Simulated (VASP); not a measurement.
Here is a VASP 6.6.1 calculation.

File INCAR:

```
SYSTEM = CdI2
ALGO     = Normal         ! electronic algorithm
EDIFF    = 1E-8           ! SCF threshold, eV
ENCUT    = 400            ! plane-wave cutoff, eV
GGA      = PS             ! functional
GGA_COMPAT= .False.      
ISIF     = 2              ! what is computed and relaxed
ISMEAR   = -1             ! smearing method
LASPH    = .True.         ! aspherical terms in the spheres
LCHARG   = .False.        ! write CHGCAR
LEFG     = .True.       
LREAL    = .False.        ! projectors in reciprocal space
LWAVE    = .False.        ! write WAVECAR
NBANDS   = 20             ! bands
NELM     = 120            ! most SCF steps
PREC     = Accurate       ! precision mode
SIGMA    = 0.03           ! smearing width, eV
```

File KPOINTS:

```
k-points
0
Gamma
  8 8 5
  0 0 0
```

Contents of POSCAR:

```
CdI2
1.0
    4.2155151402      0.0000000000      0.0000000000
   -2.1077575701      3.6507432014      0.0000000000
    0.0000000000      0.0000000000      6.8129650559
Cd I
1 2
Direct
    0.0000000000      0.0000000000      0.0000000000
    0.3333333333      0.6666666667      0.2492000000
    0.6666666667      0.3333333333      0.7508000000
```

Potentials or basis: VASP PAW PBE potentials, release 64 (Cd, I).

Command:

```console
$ cat potpaw_PBE.64/Cd/POTCAR potpaw_PBE.64/I/POTCAR > POTCAR
$ mpirun -np 1 vasp_std > vasp.out
```

(1) Estimate the largest force.

(2) Estimate the pressure.

(3) Estimate the band gap on the k mesh.

## Answers

(1) 0.045 eV/Å.

(2) 0.3 GPa.

(3) 2.30 eV (least direct gap 2.57 eV).

Caveat: without QUAD_EFG the Cq values of the log hold for a quadrupole moment of 1 mb, not for the nuclei; the PAW data sets were made with another functional, which shifts forces and pressure a little; spin-orbit coupling is left out, which moves the levels of the heavy elements; an odd mesh through Γ misses points on the zone boundary, where band edges can lie; this functional lacks dispersion, which binds the layers, so the pressure and a relaxed spacing across them are unreliable.
